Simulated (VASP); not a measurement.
# Mo (Im-3m) in VASP: a series of runs, part 2 of 2

VASP 6.6.1. The steps go on from the part before.

## 3. Single point, PBEsol

INCAR reads:

```
PREC = Accurate ; ENCUT = 520
EDIFF = 1E-6 ; ISMEAR = 1
SIGMA = 0.1 ; LREAL = F
LASPH = T ; NELM = 100
ALGO = Normal ; ISIF = 2
LWAVE = F ; LCHARG = T
GGA = PS ; LELF = T
LVHAR = T ; NBANDS = 13
```

KPOINTS reads:

```
Automatic mesh
0
Gamma
  36 36 36
```

POSCAR reads:

```
Mo
1.0
   -1.5647277120      1.5647277120      1.5647277120
    1.5647277120     -1.5647277120      1.5647277120
    1.5647277120      1.5647277120     -1.5647277120
Mo
1
Direct
    0.0000000000      0.0000000000      0.0000000000
```

Potentials or basis: VASP PAW PBE potentials, release 64 (Mo_sv).

On the command line:

```
$ cat potpaw_PBE.64/Mo_sv/POTCAR > POTCAR
$ mpirun -np 1 vasp_std > vasp.out
```

OUTCAR:

```text
PREC = Accurate
   ENCUT = 520
   EDIFF = 1E-6
   ISMEAR = 1
   LREAL = F
   LASPH = T
   NELM = 100
   ISIF = 2
   GGA = PS

 ion  position               nearest neighbor table
   1  0.000  0.000  0.000-

  LATTYP: Found a body centered cubic cell.
 ALAT       =     3.1294554240

  Lattice vectors:

 A1 = (  -1.5647277120,   1.5647277120,   1.5647277120)
 A2 = (   1.5647277120,  -1.5647277120,   1.5647277120)
 A3 = (   1.5647277120,   1.5647277120,  -1.5647277120)

Analysis of symmetry for initial positions (statically):
=====================================================================
 Subroutine PRICEL returns:
 Original cell was already a primitive cell.

 Routine SETGRP: Setting up the symmetry group for a
 body centered cubic supercell.

 Subroutine GETGRP returns: Found 48 space group operations
 (whereof 48 operations were pure point group operations)
 out of a pool of 48 trial point group operations.

The static configuration has the point symmetry O_h .

Analysis of symmetry for dynamics (positions and initial velocities):
=====================================================================
 Subroutine PRICEL returns:
 Original cell was already a primitive cell.

 Routine SETGRP: Setting up the symmetry group for a
 body centered cubic supercell.

 Subroutine GETGRP returns: Found 48 space group operations
 (whereof 48 operations were pure point group operations)
 out of a pool of 48 trial point group operations.

The dynamic configuration has the point symmetry O_h .

 Subroutine INISYM returns: Found 48 space group operations
 (whereof 48 operations are pure point group operations),
 and found     1 'primitive' translations

----------------------------------------------------------------------------------------

                                     Primitive cell

  volume of cell :      15.3241

[... 107 lines left out ...]
  volume/ion in A,a.u.               =      15.32       103.41
  Fermi-wavevector in a.u.,A,eV,Ry     =   1.588518  3.001863 34.332787  2.523389
  Thomas-Fermi vector in A             =   2.687509
   LORBIT       =      0    0 simple, 1 ext, 2 COOP (PROOUT), +10 PAW based schemes
   GGA     = PS    functional components
   LHFCALC =     F    Hartree Fock is set to
   AEXX    =    0.0000 exact exchange contribution
   IVDW    =     0    specifies the selected vdW correction
   LEPSILON=     F    determine dielectric tensor
   LRPA    =     F    only Hartree local field effects (RPA)
 non-spin polarized calculation
 Methfessel and Paxton  Order N= 1 SIGMA  =   0.10
  energy-cutoff  :      520.00
  volume of cell :       15.32
 maximum number of plane-waves:       426
   NGX =  9   NGY =  9   NGZ =  9

 number of electron      13.9999998 magnetization

 Free energy of the ion-electron system (eV)
  ---------------------------------------------------
  ext. energy  EPLUGINS =         0.00000000
  ---------------------------------------------------
  free energy    TOTEN  =       -11.77757509 eV

  energy without entropy =      -11.77741050  energy(sigma->0) =      -11.77752022

 E-fermi :  12.7882     XC(G=0): -13.6411

 val. band max:       12.7880039846   @ k =   0.3889   0.1111   0.0833
 cond. band min:      12.7886326405   @ k =  -0.1389   0.1944   0.0833
 fundamental gap:      0.0006286559
 Fermi energy:        12.7881688520

 k-point     1 :       0.0000    0.0000    0.0000
  band No.  band energies     occupation
      1     -48.4088      2.00000
      2     -21.6484      2.00000
      3     -21.6484      2.00000
      4     -21.6484      2.00000
      5       5.4368      2.00000
      6      11.3822      2.00000
      7      11.3822      2.00000
      8      11.3822      2.00000
      9      14.4710     -0.00000
     10      14.4710     -0.00000
     11      27.6240      0.00000
     12      27.6240      0.00000
     13      27.6240      0.00000
[... 354 lines left out ...]
  band No.  band energies     occupation
      1     -48.3470      2.00000
      2     -21.9952      2.00000
      3     -21.7514      2.00000
      4     -21.6557      2.00000
      5       6.4327      2.00000
      6      10.8453      2.00000
      7      11.1940      2.00000
      8      12.3995      2.00000
      9      13.8877     -0.00000
     10      14.5250     -0.00000
     11      28.2063      0.00000
     12      29.2381      0.00000
     13      29.3502      0.00000

 [... further k-points ...]
[... 5 lines left out ...]
  --------------------------------------------------------------------------------------
  -------------------------------------------------------------------------------------
  Total        0.0547521      0.0547521      0.0547521      0.0000000     -0.0000000      0.0000000
  in kB        5.7244678      5.7244678      5.7244678      0.0000000     -0.0000000      0.0000000
  external PRESSURE =       5.7244678 kB  Pullay stress =       0.0000000 kB

 VOLUME and BASIS-vectors are now :
 -----------------------------------------------------------------------------
  energy-cutoff  :      520.00
  volume of cell :       15.32
      direct lattice vectors                 reciprocal lattice vectors
    -1.564727712  1.564727712  1.564727712     0.000000000  0.319544414  0.319544414
     1.564727712 -1.564727712  1.564727712     0.319544414  0.000000000  0.319544414
     1.564727712  1.564727712 -1.564727712     0.319544414  0.319544414  0.000000000

 POSITION                                       TOTAL-FORCE (eV/Angst)
 -----------------------------------------------------------------------------------
      0.00000      0.00000      0.00000         0.000000      0.000000     -0.000000
 -----------------------------------------------------------------------------------
    total drift:                                0.000000      0.000000      0.000000

  FREE ENERGIE OF THE ION-ELECTRON SYSTEM (eV)
  ---------------------------------------------------
  free  energy   TOTEN  =       -11.7775750864 eV

  energy  without entropy=      -11.7774105007  energy(sigma->0) =      -11.77752022
```

Run time: 3.3 min. Hardware: 1 thread of Intel Xeon 8259CL, shared host; peak memory 0.32 GiB.

Results:

```yaml
Free_energy: -11.7776 eV
Pressure: 0.6 GPa
Band_gap_on_the_k_mesh: zero (band 7 reaches 16.91 eV, above the bottom of band 8 at 11.38 eV)
```

Caveat: the PAW data sets were made with another functional, which shifts forces and pressure a little.
